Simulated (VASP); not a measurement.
# LiCl (Fm-3m) in VASP: notebook

LiCl is run at these levels: PBE; tasks: single point.

All numbers are computed with VASP 6.6.1; they aren't measurements. Logs are shortened: lines on timing, memory, paths and dates and some standing lists are left out, and cuts for length are marked.

## Step 1: The cell of the first run

Symmetry: Fm-3m, No. 225, cubic system. The conventional cell has a = 5.044 Å, b = 5.044 Å, c = 5.044 Å, α = 90.00°, β = 90.00°, γ = 90.00°. Within 3.3 Å of Li (site symmetry m-3m) lie 6 Cl at 2.52 Å. Cl (site symmetry m-3m) has 6 Li at 2.52 Å within 3.3 Å.

## Step 2: Single point, PBE (volume changed by -6%)

Contents of INCAR:

```
SYSTEM = LiCl
  PREC = Accurate
  ENCUT = 520
  EDIFF = 1E-6
  ISMEAR = 0
  SIGMA = 0.01
  LREAL = .False.
  LASPH = .True.
  NELM = 100
  ALGO = Normal
  ISIF = 2
  LWAVE = .False.
  LCHARG = .True.
  GGA = PE
  LELF = .True.
  LVHAR = .True.
  NBANDS = 12
```

Contents of KPOINTS:

```
Automatic mesh
0
Gamma
  8 8 8
  0 0 0
```

Contents of POSCAR:

```
LiCl
1.0
    0.0000000000      2.5220396058      2.5220396058
    2.5220396058      0.0000000000      2.5220396058
    2.5220396058      2.5220396058      0.0000000000
Li Cl
1 1
Direct
    0.0000000000      0.0000000000      0.0000000000
    0.5000000000      0.5000000000      0.5000000000
```

Potentials or basis: VASP PAW PBE potentials, release 64 (Li_sv, Cl).

Run with:

```
> cat potpaw_PBE.64/Li_sv/POTCAR potpaw_PBE.64/Cl/POTCAR > POTCAR
> mpirun -np 1 vasp_std > vasp.out
```

OUTCAR:

```text
SYSTEM = LiCl
   PREC = Accurate
   ENCUT = 520
   EDIFF = 1E-6
   ISMEAR = 0
   LREAL = .False.
   LASPH = .True.
   NELM = 100
   ISIF = 2
   GGA = PE

 ion  position               nearest neighbor table
   1  0.000  0.000  0.000-   2 2.52   2 2.52   2 2.52   2 2.52   2 2.52   2 2.52
   2  0.500  0.500  0.500-   1 2.52   1 2.52   1 2.52   1 2.52   1 2.52   1 2.52

  LATTYP: Found a face centered cubic cell.
 ALAT       =     5.0440792116

  Lattice vectors:

 A1 = (   0.0000000000,   2.5220396058,   2.5220396058)
 A2 = (   2.5220396058,   0.0000000000,   2.5220396058)
 A3 = (   2.5220396058,   2.5220396058,   0.0000000000)

Analysis of symmetry for initial positions (statically):
=====================================================================
 Subroutine PRICEL returns:
 Original cell was already a primitive cell.

 Routine SETGRP: Setting up the symmetry group for a
 face centered cubic supercell.

 Subroutine GETGRP returns: Found 48 space group operations
 (whereof 48 operations were pure point group operations)
 out of a pool of 48 trial point group operations.

The static configuration has the point symmetry O_h .

Analysis of symmetry for dynamics (positions and initial velocities):
=====================================================================
 Subroutine PRICEL returns:
 Original cell was already a primitive cell.

 Routine SETGRP: Setting up the symmetry group for a
 face centered cubic supercell.

 Subroutine GETGRP returns: Found 48 space group operations
 (whereof 48 operations were pure point group operations)
 out of a pool of 48 trial point group operations.

The dynamic configuration has the point symmetry O_h .

 Subroutine INISYM returns: Found 48 space group operations
 (whereof 48 operations are pure point group operations),
 and found     1 'primitive' translations

----------------------------------------------------------------------------------------

                                     Primitive cell

  volume of cell :      32.0838

  direct lattice vectors                    reciprocal lattice vectors
     0.000000000  2.522039606  2.522039606    -0.198252240  0.198252240  0.198252240
     2.522039606  0.000000000  2.522039606     0.198252240 -0.198252240  0.198252240
     2.522039606  2.522039606  0.000000000     0.198252240  0.198252240 -0.198252240

  length of vectors
     3.566702615  3.566702615  3.566702615     0.343382952  0.343382952  0.343382952

  position of ions in fractional coordinates (direct lattice)
     0.000000000  0.000000000  0.000000000
     0.500000000  0.500000000  0.500000000

  ion indices of the primitive-cell ions
   primitive index   ion index
                 1           1
                 2           2

----------------------------------------------------------------------------------------

 KPOINTS: Automatic mesh

Automatic generation of k-mesh.
 Grid dimensions read from file:
 generate k-points for:    8    8    8

 Generating k-lattice:

  Cartesian coordinates                     Fractional coordinates (reciprocal lattice)
    -0.024781530  0.024781530  0.024781530     0.125000000  0.000000000  0.000000000
     0.024781530 -0.024781530  0.024781530     0.000000000  0.125000000  0.000000000
     0.024781530  0.024781530 -0.024781530     0.000000000  0.000000000  0.125000000

  Length of vectors
     0.042922869  0.042922869  0.042922869

  Shift w.r.t. Gamma in fractional coordinates (k-lattice)
     0.000000000  0.000000000  0.000000000

 Subroutine IBZKPT returns following result:
 ===========================================

 Found     29 irreducible k-points:

 Following reciprocal coordinates:
            Coordinates               Weight
  0.000000  0.000000  0.000000      1.000000
  0.125000  0.000000  0.000000      8.000000
  0.250000  0.000000  0.000000      8.000000
  0.375000  0.000000  0.000000      8.000000
  0.500000  0.000000  0.000000      4.000000
  0.125000  0.125000  0.000000      6.000000
[... 16 lines left out ...]
  0.500000  0.250000  0.125000     48.000000
 -0.375000  0.250000  0.125000     24.000000
 [... further k-points ...]
   k-points           NKPTS =     29   k-points in BZ     NKDIM =     29   number of bands    NBANDS=     12
   number of dos      NEDOS =    301   number of ions     NIONS =      2
   total plane-waves  NPLWV =  21952
   dimension x,y,z NGX =    28 NGY =   28 NGZ =   28
   dimension x,y,z NGXF=    56 NGYF=   56 NGZF=   56
   ions per type =               1   1
   NGX,Y,Z   is equivalent  to a cutoff of  13.05, 13.05, 13.05 a.u.
   NGXF,Y,Z  is equivalent  to a cutoff of  26.10, 26.10, 26.10 a.u.
 SYSTEM =  LiCl
   PREC   = accura    normal or accurate (medium, high low for compatibility)
   ISTART =      0    job   : 0-new  1-cont  2-samecut
   ICHARG =      2    charge: 1-file 2-atom 10-const
   ISPIN  =      1    spin polarized calculation?
   LNONCOLLINEAR =      F non collinear calculations
   LSORBIT =      F    spin-orbit coupling
   LASPH  =      T    aspherical Exc in radial PAW
   ENCUT  =  520.0 eV  38.22 Ry    6.18 a.u.   6.63  6.63  6.63*2*pi/ulx,y,z
   NELM   =    100;   NELMIN=  2; NELMDL= -5     # of ELM steps
   EDIFF  = 0.1E-05   stopping-criterion for ELM
   LREAL  =      F    real-space projection
   EDIFFG = 0.1E-04   stopping-criterion for IOM
   NSW    =      0    number of steps for IOM
   IBRION =     -1    ionic relax: 0-MD 1-quasi-New 2-CG
   NFREE  =      0    steps in history (QN), initial steepest desc. (CG)
   ISIF   =      2    stress and relaxation
   ISYM   =      2    0-nonsym 1-usesym 2-fastsym
   POTIM  = 0.5000    time-step for ionic-motion
   TEBEG  =    0.0;   TEEND  =   0.0 temperature during run
   PSTRESS=    0.0 pullay stress
   NELECT =      10.0000    total number of electrons
   NUPDOWN=      -1.0000    fix difference up-down
   EMIN   =  10.00;   EMAX   =-10.00  energy-range for DOS
   EFERMI =   0.00;   METHOD = LEGACY
   ISMEAR =     0;   SIGMA  =   0.01  broadening in eV -4-tet -1-fermi 0-gaus
   EFERMI_NEDOS =   21; number of points for ismear=-14 and -15
   IALGO  =     38    algorithm
   IMIX   =      4    mixing-type and parameters
     AMIX     =   0.40;   BMIX     =  1.00
     AMIX_MAG =   1.60;   BMIX_MAG =  1.00
  volume/ion in A,a.u.               =      16.04       108.26
  Fermi-wavevector in a.u.,A,eV,Ry     =   1.109974  2.097547 16.762962  1.232043
  Thomas-Fermi vector in A             =   2.246520
   LORBIT       =      0    0 simple, 1 ext, 2 COOP (PROOUT), +10 PAW based schemes
   GGA     = PE    functional components
   LHFCALC =     F    Hartree Fock is set to
   AEXX    =    0.0000 exact exchange contribution
   IVDW    =     0    specifies the selected vdW correction
   LEPSILON=     F    determine dielectric tensor
   LRPA    =     F    only Hartree local field effects (RPA)
 non-spin polarized calculation
 Gauss-broadening in eV      SIGMA  =   0.01
  energy-cutoff  :      520.00
  volume of cell :       32.08
 maximum number of plane-waves:       887
   NGX = 13   NGY = 13   NGZ = 13

 number of electron      10.0000000 magnetization

 number of electron       9.9999995 magnetization

 Free energy of the ion-electron system (eV)
  ---------------------------------------------------
  ext. energy  EPLUGINS =         0.00000000
  ---------------------------------------------------
  free energy    TOTEN  =        -7.37254565 eV

  energy without entropy =       -7.37254565  energy(sigma->0) =       -7.37254565

 E-fermi :   1.1595     XC(G=0):  -8.9503

 val. band max:        0.9697923552   @ k =   0.0000   0.0000   0.0000
 cond. band min:       7.6114068851   @ k =   0.0000   0.0000   0.0000
 fundamental gap:      6.6416145299
 Fermi energy:         1.1595119809

 k-point     1 :       0.0000    0.0000    0.0000
  band No.  band energies     occupation
      1     -42.4705      2.00000
      2     -12.6112      2.00000
      3       0.9698      2.00000
      4       0.9698      2.00000
      5       0.9698      2.00000
      6       7.6114      0.00000
      7      12.9469      0.00000
      8      12.9469      0.00000
      9      12.9469      0.00000
     10      15.7334      0.00000
     11      15.7337      0.00000
     12      15.8037      0.00000

 k-point     2 :       0.1250    0.0000    0.0000
  band No.  band energies     occupation
      1     -42.4700      2.00000
      2     -12.5274      2.00000
      3       0.4074      2.00000
      4       0.9248      2.00000
      5       0.9248      2.00000
      6       8.0710      0.00000
      7      12.1899      0.00000
      8      12.8806      0.00000
      9      12.8806      0.00000
     10      14.1945      0.00000
     11      14.1945      0.00000
     12      16.2669      0.00000

 k-point     3 :       0.2500    0.0000    0.0000
  band No.  band energies     occupation
      1     -42.4687      2.00000
      2     -12.3124      2.00000
      3      -0.7216      2.00000
      4       0.8225      2.00000
      5       0.8225      2.00000
      6       8.3847      0.00000
      7      11.7268      0.00000
      8      11.7269      0.00000
      9      12.1846      0.00000
     10      15.0472      0.00000
     11      15.0472      0.00000
     12      16.8612      0.00000

 k-point     4 :       0.3750    0.0000    0.0000
  band No.  band energies     occupation
      1     -42.4674      2.00000
      2     -12.0769      2.00000
      3      -1.6816      2.00000
      4       0.7282      2.00000
      5       0.7282      2.00000
      6       7.9949      0.00000
      7      10.8084      0.00000
      8      10.8084      0.00000
      9      13.5766      0.00000
     10      16.8808      0.00000
     11      16.8808      0.00000
     12      17.5560      0.00000

 k-point     5 :       0.5000    0.0000    0.0000
  band No.  band energies     occupation
      1     -42.4669      2.00000
      2     -11.9721      2.00000
      3      -2.0516      2.00000
      4       0.6912      2.00000
      5       0.6912      2.00000
      6       7.7801      0.00000
      7      10.4904      0.00000
      8      10.4904      0.00000
      9      14.4797      0.00000
     10      18.2247      0.00000
     11      18.3280      0.00000
     12      18.3280      0.00000
[... 228 lines left out ...]
      1     -42.4658      2.00000
      2     -11.6904      2.00000
      3      -2.1598      2.00000
      4      -0.2277      2.00000
      5      -0.2277      2.00000
      6       8.9700      0.00000
      7       9.1823      0.00000
      8      13.8483      0.00000
      9      15.4813      0.00000
     10      15.4813      0.00000
     11      18.2118      0.00000
     12      19.8382      0.00000

 k-point    22 :       0.3750    0.2500    0.1250
  band No.  band energies     occupation
      1     -42.4678      2.00000
      2     -12.1350      2.00000
      3      -0.9426      2.00000
      4       0.0266      2.00000
      5       0.6041      2.00000
      6       9.6825      0.00000
      7      10.7136      0.00000
      8      10.8036      0.00000
      9      12.8719      0.00000
     10      14.2419      0.00000
     11      17.6744      0.00000
     12      18.3825      0.00000

 k-point    23 :       0.5000    0.2500    0.1250
  band No.  band energies     occupation
      1     -42.4668      2.00000
      2     -11.9308      2.00000
      3      -1.5160      2.00000
      4      -0.3478      2.00000
      5       0.4350      2.00000
      6       9.4997      0.00000
      7      10.4233      0.00000
      8      11.4578      0.00000
      9      12.6195      0.00000
     10      15.6332      0.00000
     11      18.7611      0.00000
     12      19.2097      0.00000

 k-point    24 :      -0.3750    0.2500    0.1250
  band No.  band energies     occupation
      1     -42.4664      2.00000
      2     -11.8409      2.00000
      3      -1.7704      2.00000
      4      -0.4503      2.00000
      5       0.3393      2.00000
      6       9.2909      0.00000
      7      10.3748      0.00000
      8      11.6350      0.00000
      9      13.0608      0.00000
     10      16.7453      0.00000
     11      17.4479      0.00000
     12      19.4776      0.00000

 [... further k-points ...]
[... 5 lines left out ...]
  --------------------------------------------------------------------------------------
  -------------------------------------------------------------------------------------
  Total        0.4332819      0.4332819      0.4332819     -0.0000000     -0.0000000      0.0000000
  in kB       21.6369213     21.6369213     21.6369213     -0.0000000     -0.0000000      0.0000000
  external PRESSURE =      21.6369213 kB  Pullay stress =       0.0000000 kB

 VOLUME and BASIS-vectors are now :
 -----------------------------------------------------------------------------
  energy-cutoff  :      520.00
  volume of cell :       32.08
      direct lattice vectors                 reciprocal lattice vectors
     0.000000000  2.522039606  2.522039606    -0.198252240  0.198252240  0.198252240
     2.522039606  0.000000000  2.522039606     0.198252240 -0.198252240  0.198252240
     2.522039606  2.522039606  0.000000000     0.198252240  0.198252240 -0.198252240

 POSITION                                       TOTAL-FORCE (eV/Angst)
 -----------------------------------------------------------------------------------
      0.00000      0.00000      0.00000         0.000000      0.000000      0.000000
      2.52204      2.52204      2.52204        -0.000000     -0.000000     -0.000000
 -----------------------------------------------------------------------------------
    total drift:                                0.000000      0.000000      0.000000

  FREE ENERGIE OF THE ION-ELECTRON SYSTEM (eV)
  ---------------------------------------------------
  free  energy   TOTEN  =        -7.3725456514 eV

  energy  without entropy=       -7.3725456514  energy(sigma->0) =       -7.37254565
```

Run time: 7 s. Hardware: 1 thread of AMD EPYC 9R45 (Zen 5), shared host; peak memory 0.12 GiB.

What came out:

```
Free energy            : -7.3725 eV
Band gap on the k mesh : 6.64 eV, direct
```

Caveat: the cutoff is under 1.25 times the usual one of these potentials, so pressure, stress and relaxed cells hold a basis-set (Pulay) error. A k mesh can miss the band edges.

## Step 3: Single point, PBE (volume changed by -3%)

Contents of INCAR:

```
SYSTEM = LiCl
ALGO = Normal
EDIFF = 1E-7
ENCUT = 520
GGA = PE
ISIF = 2
ISMEAR = 0
LASPH = .True.
LCHARG = .True.
LELF = .True.
LREAL = .False.
LVHAR = .True.
LWAVE = .False.
NBANDS = 12
NELM = 100
PREC = Accurate
SIGMA = 0.01
```

Contents of KPOINTS:

```
k-points
0
Gamma
  8 8 8
  0 0 0
```

Contents of POSCAR:

```
LiCl
1.0
    0.0000000000      2.5485893422      2.5485893422
    2.5485893422      0.0000000000      2.5485893422
    2.5485893422      2.5485893422      0.0000000000
Li Cl
1 1
Direct
    0.0000000000      0.0000000000      0.0000000000
    0.5000000000      0.5000000000      0.5000000000
```

Potentials or basis: VASP PAW PBE potentials, release 64 (Li_sv, Cl).

Run with:

```
> cat potpaw_PBE.64/Li_sv/POTCAR potpaw_PBE.64/Cl/POTCAR > POTCAR
> mpirun -np 1 vasp_std > vasp.out
```

OUTCAR:

```text
SYSTEM = LiCl
   EDIFF = 1E-7
   ENCUT = 520
   GGA = PE
   ISIF = 2
   ISMEAR = 0
   LASPH = .True.
   LREAL = .False.
   NELM = 100
   PREC = Accurate

 ion  position               nearest neighbor table
   1  0.000  0.000  0.000-   2 2.55   2 2.55   2 2.55   2 2.55   2 2.55   2 2.55
   2  0.500  0.500  0.500-   1 2.55   1 2.55   1 2.55   1 2.55   1 2.55   1 2.55

  LATTYP: Found a face centered cubic cell.
 ALAT       =     5.0971786844

  Lattice vectors:

 A1 = (   0.0000000000,   2.5485893422,   2.5485893422)
 A2 = (   2.5485893422,   0.0000000000,   2.5485893422)
 A3 = (   2.5485893422,   2.5485893422,   0.0000000000)

Analysis of symmetry for initial positions (statically):
=====================================================================
 Subroutine PRICEL returns:
 Original cell was already a primitive cell.

 Routine SETGRP: Setting up the symmetry group for a
 face centered cubic supercell.

 Subroutine GETGRP returns: Found 48 space group operations
 (whereof 48 operations were pure point group operations)
 out of a pool of 48 trial point group operations.

The static configuration has the point symmetry O_h .

Analysis of symmetry for dynamics (positions and initial velocities):
[... 166 lines left out ...]
 k-point     1 :       0.0000    0.0000    0.0000
  band No.  band energies     occupation
      1     -42.7663      2.00000
      2     -12.7405      2.00000
      3       0.7237      2.00000
      4       0.7237      2.00000
      5       0.7237      2.00000
      6       7.1749      0.00000
      7      12.6775      0.00000
      8      12.6775      0.00000
      9      12.6775      0.00000
     10      15.3673      0.00000
     11      15.3673      0.00000
     12      15.3686      0.00000
[... 331 lines left out ...]
 k-point    24 :      -0.3750    0.2500    0.1250
  band No.  band energies     occupation
      1     -42.7628      2.00000
      2     -12.0251      2.00000
      3      -1.8909      2.00000
      4      -0.6221      2.00000
      5       0.1266      2.00000
      6       8.9786      0.00000
      7      10.0807      0.00000
      8      11.3165      0.00000
      9      12.6076      0.00000
     10      16.3488      0.00000
     11      16.9818      0.00000
     12      19.0281      0.00000

 [... further k-points ...]
[... 5 lines left out ...]
  --------------------------------------------------------------------------------------
  -------------------------------------------------------------------------------------
  Total        0.1954381      0.1954381      0.1954381      0.0000000     -0.0000000      0.0000000
  in kB        9.4577999      9.4577999      9.4577999      0.0000000     -0.0000000      0.0000000
  external PRESSURE =       9.4577999 kB  Pullay stress =       0.0000000 kB

 VOLUME and BASIS-vectors are now :
 -----------------------------------------------------------------------------
  energy-cutoff  :      520.00
  volume of cell :       33.11
      direct lattice vectors                 reciprocal lattice vectors
     0.000000000  2.548589342  2.548589342    -0.196186962  0.196186962  0.196186962
     2.548589342  0.000000000  2.548589342     0.196186962 -0.196186962  0.196186962
     2.548589342  2.548589342  0.000000000     0.196186962  0.196186962 -0.196186962

 POSITION                                       TOTAL-FORCE (eV/Angst)
 -----------------------------------------------------------------------------------
      0.00000      0.00000      0.00000         0.000000      0.000000      0.000000
      2.54859      2.54859      2.54859        -0.000000     -0.000000     -0.000000
 -----------------------------------------------------------------------------------
    total drift:                                0.000000      0.000000      0.000000

  FREE ENERGIE OF THE ION-ELECTRON SYSTEM (eV)
  ---------------------------------------------------
  free  energy   TOTEN  =        -7.3829881241 eV

  energy  without entropy=       -7.3829881241  energy(sigma->0) =       -7.38298812
```

It took 7.9 s on 1 thread of AMD EPYC 9R45 (Zen 5), shared host; peak memory 0.12 GiB.

What came out:

```
Free energy            : -7.3830 eV
Band gap on the k mesh : 6.45 eV, direct
```

Caveat: the cutoff is under 1.25 times the usual one of these potentials, so pressure, stress and relaxed cells hold a basis-set (Pulay) error. A k mesh can miss the band edges.

(Part 1 of 2 ends here.)
